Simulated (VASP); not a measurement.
# Ru (Im-3m) in VASP: notebook, part 2 of 2

VASP 6.6.1. The steps go on from the part before.

**3. Single point, LDA**

INCAR

```
SYSTEM = Ru
  PREC = Accurate
  ENCUT = 520
  EDIFF = 1E-6
  ISMEAR = -1
  SIGMA = 0.1
  LREAL = .FALSE.
  LASPH = .TRUE.
  NELM = 60
  ALGO = Normal
  ISIF = 2
  LWAVE = .FALSE.
  LCHARG = .FALSE.
  NBANDS = 13
```

KPOINTS

```
regular mesh
0
G
  21 21 21
  0 0 0
```

POSCAR

```
Ru
1.0
   -1.2703424272      1.2703424272      1.2703424272
    1.2703424272     -1.2703424272      1.2703424272
    1.2703424272      1.2703424272     -1.2703424272
Ru
1
Direct
    0.0000000000      0.0000000000      0.0000000000
```

Potentials or basis: VASP PAW LDA potentials, release 64 (Ru_pv).

The run is started by

```console
$ cat potpaw_LDA.64/Ru_pv/POTCAR > POTCAR
$ mpirun -np 1 vasp_std > vasp.out
```

OUTCAR:

```text
SYSTEM = Ru
   PREC = Accurate
   ENCUT = 520
   EDIFF = 1E-6
   ISMEAR = -1
   LREAL = .FALSE.
   LASPH = .TRUE.
   NELM = 60
   ISIF = 2

 ion  position               nearest neighbor table
   1  0.000  0.000  0.000-

  LATTYP: Found a body centered cubic cell.
 ALAT       =     2.5406848544

  Lattice vectors:

 A1 = (  -1.2703424272,   1.2703424272,   1.2703424272)
 A2 = (   1.2703424272,  -1.2703424272,   1.2703424272)
 A3 = (   1.2703424272,   1.2703424272,  -1.2703424272)

Analysis of symmetry for initial positions (statically):
=====================================================================
 Subroutine PRICEL returns:
 Original cell was already a primitive cell.

 Routine SETGRP: Setting up the symmetry group for a
 body centered cubic supercell.

 Subroutine GETGRP returns: Found 48 space group operations
 (whereof 48 operations were pure point group operations)
 out of a pool of 48 trial point group operations.

The static configuration has the point symmetry O_h .

Analysis of symmetry for dynamics (positions and initial velocities):
=====================================================================
 Subroutine PRICEL returns:
[... 158 lines left out ...]
 fundamental gap:      0.0149088613
 Fermi energy:        24.6114607653

 k-point     1 :       0.0000    0.0000    0.0000
  band No.  band energies     occupation
      1     -17.6922      2.00000
      2     -17.6922      2.00000
      3     -17.6922      2.00000
      4      14.1419      2.00000
      5      18.7048      2.00000
      6      18.7048      2.00000
      7      18.7048      2.00000
      8      24.0773      1.99047
      9      24.0773      1.99047
     10      34.3953      0.00000
     11      40.7978      0.00000
     12      40.7978      0.00000
     13      40.7978      0.00000
[... 354 lines left out ...]
  band No.  band energies     occupation
      1     -20.3082      2.00000
      2     -18.4643      2.00000
      3     -17.8919      2.00000
      4      15.6675      2.00000
      5      16.8751      2.00000
      6      19.2950      2.00000
      7      22.5315      2.00000
      8      24.1914      1.97046
      9      24.9738      0.05201
     10      34.3946      0.00000
     11      43.1306      0.00000
     12      46.0714      0.00000
     13      47.7321      0.00000

 [... further k-points ...]
[... 5 lines left out ...]
  --------------------------------------------------------------------------------------
  -------------------------------------------------------------------------------------
  Total       26.7264260     26.7264260     26.7264260     -0.0000000      0.0000000      0.0000000
  in kB     5221.9062243   5221.9062243   5221.9062243     -0.0000000      0.0000000      0.0000000
  external PRESSURE =    5221.9062243 kB  Pullay stress =       0.0000000 kB

 VOLUME and BASIS-vectors are now :
 -----------------------------------------------------------------------------
  energy-cutoff  :      520.00
  volume of cell :        8.20
      direct lattice vectors                 reciprocal lattice vectors
    -1.270342427  1.270342427  1.270342427     0.000000000  0.393594663  0.393594663
     1.270342427 -1.270342427  1.270342427     0.393594663  0.000000000  0.393594663
     1.270342427  1.270342427 -1.270342427     0.393594663  0.393594663  0.000000000

 POSITION                                       TOTAL-FORCE (eV/Angst)
 -----------------------------------------------------------------------------------
      0.00000      0.00000      0.00000         0.000000      0.000000      0.000000
 -----------------------------------------------------------------------------------
    total drift:                                0.000000      0.000000     -0.000000

  FREE ENERGIE OF THE ION-ELECTRON SYSTEM (eV)
  ---------------------------------------------------
  free  energy   TOTEN  =        -4.5326647726 eV

  energy  without entropy=       -4.5035309008  energy(sigma->0) =       -4.51809784
```

Run time: 7.3 s. Hardware: 1 thread of Intel Xeon 6975P-C (Granite Rapids), shared host; peak memory 0.13 GiB.

What came out:

```
Free energy            : -4.5327 eV
Pressure               : 522.2 GPa
Band gap on the k mesh : zero (band 7 reaches 28.54 eV, above the bottom of band 8 at 20.11 eV)
```

**4. Relaxation of cell and atoms, LDA, target pressure 510 GPa, at which the enthalpy is minimised**

INCAR

```
SYSTEM = Ru
PREC = Accurate
ENCUT = 600
EDIFF = 1E-6
ISMEAR = -1
SIGMA = 0.1
LREAL = .FALSE.
LASPH = .TRUE.
NELM = 100
ALGO = Normal
ISIF = 3
LWAVE = .FALSE.
LCHARG = .FALSE.
IBRION = 2
NSW = 60
EDIFFG = -0.005
PSTRESS = 5100.0
```

KPOINTS is that of step 3.

POSCAR

```
Ru
1.0
   -1.2703468704      1.2703468704      1.2703468704
    1.2703468704     -1.2703468704      1.2703468704
    1.2703468704      1.2703468704     -1.2703468704
Ru
1
Direct
    0.0000000000      0.0000000000      0.0000000000
```

The run is started by

```console
$ cat potpaw_LDA.64/Ru_pv/POTCAR > POTCAR
$ mpirun -np 1 vasp_std > vasp.out
```

It took 38 s on 1 thread of Intel Xeon 6975P-C (Granite Rapids), shared host; peak memory 0.14 GiB.

The run converged. Its results:

```
Free energy                                            : -4.6803 eV
Relaxed volume                                         : 8.25 Å³/atom
Relaxed cell                                           : a = 2.204 Å, b = 2.204 Å, c = 2.204 Å, α = 109.47°, β = 109.47°, γ = 109.47°
Space group after relaxing (to 0.05 Å)                 : Im-3m (No. 229)
Energy change on relaxing (the enthalpy is what falls) : -146.6 meV/atom
Ionic steps                                            : 8
Pressure after relaxing                                : 510.1 GPa
Band gap on the k mesh                                 : zero (band 7 reaches 28.36 eV, above the bottom of band 8 at 20.00 eV)
```

Step by step:
```csv
step,energy change (eV),largest force (eV/Å),pressure (GPa),volume (Å³)
1,0.0000,0.0000,522.15,8.20
2,-2.0528,0.0000,353.14,8.96
3,-0.1560,0.0000,509.40,8.25
4,-0.1487,0.0000,509.88,8.25
5,-0.1458,0.0000,510.13,8.25
6,-0.1460,0.0000,510.14,8.25
7,-0.1466,0.0000,510.12,8.25
8,-0.1466,0.0000,510.08,8.25
```

Final structure:
```xyz
1
Lattice="-1.2727 1.2727 1.2727 1.2727 -1.2727 1.2727 1.2727 1.2727 -1.2727" Properties=species:S:1:pos:R:3 pbc="T T T"
Ru    0.0000    0.0000    0.0000
```

Levels at points of the mesh, in eV from the Fermi level:
```
           k point  band 3  band 4  band 5  band 6  band 7  band 8  band 9  band 10  band 11
(0.00, 0.00, 0.00)  -42.31  -10.46   -5.86   -5.86   -5.86   -0.52   -0.52     9.79    16.21
```

Caveat: the cell is relaxed towards a set pressure, so the enthalpy falls and the energy may rise.

**5. Relaxation of cell and atoms, LDA, target pressure 510 GPa, at which the enthalpy is minimised**

INCAR

```
SYSTEM = Ru
PREC = Accurate ; ENCUT = 600
EDIFF = 1E-6 ; ISMEAR = -1
SIGMA = 0.1 ; LREAL = .FALSE.
LASPH = .TRUE. ; NELM = 60
ALGO = Normal ; ISIF = 3
LWAVE = .FALSE. ; LCHARG = .FALSE.
GGA = CA ; IBRION = 2
NSW = 32 ; EDIFFG = -0.005
PSTRESS = 5100.0
```

KPOINTS

```
Automatic mesh
0
G
  21 21 21
  0 0 0
```

POSCAR

```
Ru
1.0
   -1.2701156312      1.2701156312      1.2701156312
    1.2701156312     -1.2701156312      1.2701156312
    1.2701156312      1.2701156312     -1.2701156312
Ru
1
Direct
    0.0000000000      0.0000000000      0.0000000000
```

The run is started by

```console
$ cat potpaw_LDA.64/Ru_pv/POTCAR > POTCAR
$ mpirun -np 1 vasp_std > vasp.out
```

Run time: 37 s. Hardware: 1 thread of Intel Xeon 6975P-C (Granite Rapids), shared host; peak memory 0.15 GiB.

The run converged. Its results:

| Quantity | Value |
| --- | --- |
| Free energy | -4.6802 eV |
| Relaxed volume | 8.25 Å³/atom |
| Relaxed cell | a = 2.204 Å, b = 2.204 Å, c = 2.204 Å, α = 109.47°, β = 109.47°, γ = 109.47° |
| Space group after relaxing (to 0.05 Å) | Im-3m (No. 229) |
| Energy change on relaxing (the enthalpy is what falls) | -161.1 meV/atom |
| Ionic steps | 8 |
| Pressure after relaxing | 510.1 GPa |
| Band gap on the k mesh | zero (band 7 reaches 28.36 eV, above the bottom of band 8 at 20.00 eV) |

The path:
```
step  energy change (eV)  largest force (eV/Å)  pressure (GPa)  volume (Å³)
   1              0.0000                0.0000          523.35         8.20
   2             -2.2227                0.0000          340.21         9.03
   3             -0.1722                0.0000          509.28         8.25
   4             -0.1634                0.0000          509.86         8.25
   5             -0.1602                0.0000          510.14         8.25
   6             -0.1604                0.0000          510.15         8.25
   7             -0.1611                0.0000          510.13         8.25
   8             -0.1611                0.0000          510.09         8.25
```

Final structure:
```yaml
crystal:
  lattice:
    - [-1.27269, 1.27269, 1.27269]
    - [1.27269, -1.27269, 1.27269]
    - [1.27269, 1.27269, -1.27269]
  atoms:
    - { symbol: Ru, position: [0.00000, 0.00000, 0.00000] }
```

Levels at points of the mesh, in eV from the Fermi level:
```tsv
k point	band 5	band 6	band 7	band 8	band 9	band 10
(0.00, 0.00, 0.00)	-5.86	-5.86	-5.86	-0.52	-0.52	9.79
```

Caveat: the cell is relaxed towards a set pressure, so the enthalpy falls and the energy may rise.
